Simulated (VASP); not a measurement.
# CeO2 (Fm-3m) in VASP: a series of runs, part 2 of 2

VASP 6.6.1. The steps go on from the part before.

**3. Single point, LDA, collinear spin, ferromagnetic start (13.18 Å³/atom)**

This run uses another cell than the first one, of 13.18 Å³/atom.

INCAR

```
ALGO = Normal ; EDIFF = 1E-6
ENCUT = 520 ; GGA = CA
ISIF = 2 ; ISMEAR = -1
ISPIN = 2 ; LASPH = True
LCHARG = False ; LMAXMIX = 6
LORBIT = 11 ; LREAL = False
LWAVE = False ; MAGMOM = 1 0 0
NBANDS = 23 ; NELM = 150
PREC = Accurate ; SIGMA = 0.05
```

KPOINTS

```
k-points
0
Gamma
  9 9 9
```

POSCAR

```
CeO2
1.0
    0.0000000000      2.7036500000      2.7036500000
    2.7036500000      0.0000000000      2.7036500000
    2.7036500000      2.7036500000      0.0000000000
Ce O
1 2
Direct
    0.0000000000      0.0000000000      0.0000000000
    0.7500000000      0.7500000000      0.7500000000
    0.2500000000      0.2500000000      0.2500000000
```

Potentials or basis: VASP PAW LDA potentials, release 64 (Ce, O).

Launch:

```console
cat potpaw_LDA.64/Ce/POTCAR potpaw_LDA.64/O/POTCAR > POTCAR
mpirun -np 1 vasp_std > vasp.out
```

It took 95 s on 1 thread of AMD EPYC 9R45 (Zen 5), shared host; peak memory 0.17 GiB.

The run converged. Its results:

```
Free energy                                           : -28.8406 eV
Pressure                                              : -4.8 GPa
Band gap on the k mesh                                : 1.94 eV (least direct gap 2.00 eV)
Net moment                                            : 0.00 μB per cell
Valence electrons inside the program's atomic spheres : Ce 9.72; O 4.99
```

Levels at points of the mesh, in eV from the valence-band top:
Spin up:
| k point | band 10 | band 11 | band 12 | band 13 | band 14 | band 15 |
| --- | --- | --- | --- | --- | --- | --- |
| (0.00, 0.00, 0.00) | -0.61 | -0.61 | -0.61 | 2.23 | 2.23 | 2.23 |
Spin down:
```tsv
k point	band 8	band 9	band 10	band 11	band 12	band 13	band 14	band 15	band 16	band 17
(0.00, 0.00, 0.00)	-3.90	-3.90	-0.61	-0.61	-0.61	2.23	2.23	2.23	2.52	2.93
```

Caveat: the magnetic or orbital state may not be the lowest; the cell stands under tension; spin-orbit coupling is left out, which moves the levels of the heavy elements; an odd mesh through Γ misses points on the zone boundary, where band edges can lie; semilocal functionals describe open f shells poorly, which spoils levels, moments and volumes.

**4. Single point, LDA, collinear spin, ferromagnetic start (13.44 Å³/atom)**

This run uses another cell than the first one, of 13.44 Å³/atom.

INCAR

```
SYSTEM = CeO2
PREC     = Accurate       ! precision mode
ENCUT    = 520            ! plane-wave cutoff, eV
EDIFF    = 1E-7           ! SCF threshold, eV
ISMEAR   = -1             ! smearing method
SIGMA    = 0.05           ! smearing width, eV
LREAL    = .FALSE.        ! projectors in reciprocal space
LASPH    = .TRUE.         ! aspherical terms in the spheres
NELM     = 150            ! most SCF steps
ALGO     = Normal         ! electronic algorithm
ISIF     = 2              ! what is computed and relaxed
LWAVE    = .FALSE.        ! write WAVECAR
LCHARG   = .FALSE.        ! write CHGCAR
ISPIN    = 2              ! spin polarisation
MAGMOM   = 1 0 0          ! initial moments
LORBIT   = 11             ! projections on sites
LMAXMIX  = 6              ! l up to which the mixer works
NBANDS   = 23             ! bands
```

KPOINTS

```
regular mesh
0
G
  9 9 9
  0 0 0
```

POSCAR

```
CeO2
1.0
    0.0000000000      2.7215554887      2.7215554887
    2.7215554887      0.0000000000      2.7215554887
    2.7215554887      2.7215554887      0.0000000000
Ce O
1 2
Direct
    0.0000000000      0.0000000000      0.0000000000
    0.7500000000      0.7500000000      0.7500000000
    0.2500000000      0.2500000000      0.2500000000
```

Potentials or basis: VASP PAW LDA potentials, release 64 (Ce, O).

Launch:

```console
cat potpaw_LDA.64/Ce/POTCAR potpaw_LDA.64/O/POTCAR > POTCAR
mpirun -np 1 vasp_std > vasp.out
```

OUTCAR:

```text
SYSTEM = CeO2
   PREC = Accurate
   ENCUT = 520
   EDIFF = 1E-7
   ISMEAR = -1
   LREAL = .FALSE.
   LASPH = .TRUE.
   NELM = 150
   ISIF = 2
   ISPIN = 2
   LORBIT = 11

 ion  position               nearest neighbor table
   1  0.000  0.000  0.000-   2 2.36   2 2.36   2 2.36   2 2.36   3 2.36   3 2.36   3 2.36   3 2.36

   2  0.750  0.750  0.750-   1 2.36   1 2.36   1 2.36   1 2.36
   3  0.250  0.250  0.250-   1 2.36   1 2.36   1 2.36   1 2.36

  LATTYP: Found a face centered cubic cell.
 ALAT       =     5.4431109774
[... 1474 lines left out ...]
  energy-cutoff  :      520.00
  volume of cell :       40.32
      direct lattice vectors                 reciprocal lattice vectors
     0.000000000  2.721555489  2.721555489    -0.183718466  0.183718466  0.183718466
     2.721555489  0.000000000  2.721555489     0.183718466 -0.183718466  0.183718466
     2.721555489  2.721555489  0.000000000     0.183718466  0.183718466 -0.183718466

 POSITION                                       TOTAL-FORCE (eV/Angst)
 -----------------------------------------------------------------------------------
      0.00000      0.00000      0.00000         0.000000      0.000000      0.000000
      4.08233      4.08233      4.08233        -0.000000      0.000000     -0.000000
      1.36078      1.36078      1.36078         0.000000     -0.000000      0.000000
 -----------------------------------------------------------------------------------
    total drift:                                0.000000     -0.000000      0.000000

  FREE ENERGIE OF THE ION-ELECTRON SYSTEM (eV)
  ---------------------------------------------------
  free  energy   TOTEN  =       -28.8094094782 eV

  energy  without entropy=      -28.8094094736  energy(sigma->0) =      -28.80940948

 total charge

# of ion       s       p       d       f       tot
--------------------------------------------------
    1        2.022   5.797   0.877   0.979   9.675
    2        1.565   3.411   0.000   0.000   4.976
    3        1.565   3.411   0.000   0.000   4.976
--------------------------------------------------
tot          5.151  12.619   0.877   0.979  19.626

 magnetization (x)

# of ion       s       p       d       f       tot
--------------------------------------------------
    1       -0.000   0.000  -0.000  -0.000  -0.000
    2       -0.000   0.000   0.000   0.000   0.000
    3       -0.000   0.000   0.000   0.000   0.000
--------------------------------------------------
tot         -0.000   0.000  -0.000  -0.000  -0.000
```

stdout:

```text
POSCAR found type information on POSCAR CeO
 POSCAR found :  2 types and       3 ions
 scaLAPACK will be used
 LDA part: xc-table for (Slater(with rela. corr.)+CA(PZ))
 , standard interpolation
 POSCAR, INCAR and KPOINTS ok, starting setup
 FFT: planning ... GRIDC
 FFT: planning ... GRID_SOFT
 FFT: planning ... GRID
 WAVECAR not read
 entering main loop
```

Run time: 2 min. Hardware: 1 thread of AMD EPYC 9R45 (Zen 5), shared host; peak memory 0.18 GiB.

What came out:

| Quantity | Value |
| --- | --- |
| Free energy | -28.8094 eV |
| Pressure | -8.3 GPa |
| Band gap on the k mesh | 1.89 eV (least direct gap 1.94 eV) |
| Net moment | 0.00 μB per cell |
| Valence electrons inside the program's atomic spheres | Ce 9.68; O 4.98 |

Caveat: the magnetic or orbital state may not be the lowest; the cell stands under tension; spin-orbit coupling is left out, which moves the levels of the heavy elements; an odd mesh through Γ misses points on the zone boundary, where band edges can lie; semilocal functionals describe open f shells poorly, which spoils levels, moments and volumes.

**5. Overview**

| cell | gap on the mesh (eV) | pressure (GPa) | moment (μB) |
| --- | --- | --- | --- |
| a = 3.798 Å, angles 60.0°, 3 atoms | 2.00 | -1.0 | 0.00 |
| a = 3.824 Å, angles 60.0°, 3 atoms | 1.94 | -4.8 | 0.00 |
| a = 3.849 Å, angles 60.0°, 3 atoms | 1.89 | -8.3 | 0.00 |

Alike in all rows: task single point; level LDA; potentials or basis VASP PAW LDA potentials, release 64 (Ce, O); spin collinear, ferromagnetic start; k mesh 9 × 9 × 9; cutoff (eV) 520; smearing fermi-dirac 0.05 eV.

Caveats: the magnetic or orbital state may not be the lowest; spin-orbit coupling is left out, which moves the levels of the heavy elements; an odd mesh through Γ misses points on the zone boundary, where band edges can lie; semilocal functionals describe open f shells poorly, which spoils levels, moments and volumes; the cell stands under tension (at least some runs).

Total energies depend on the potentials used, so only differences within one code and one set of settings carry meaning.
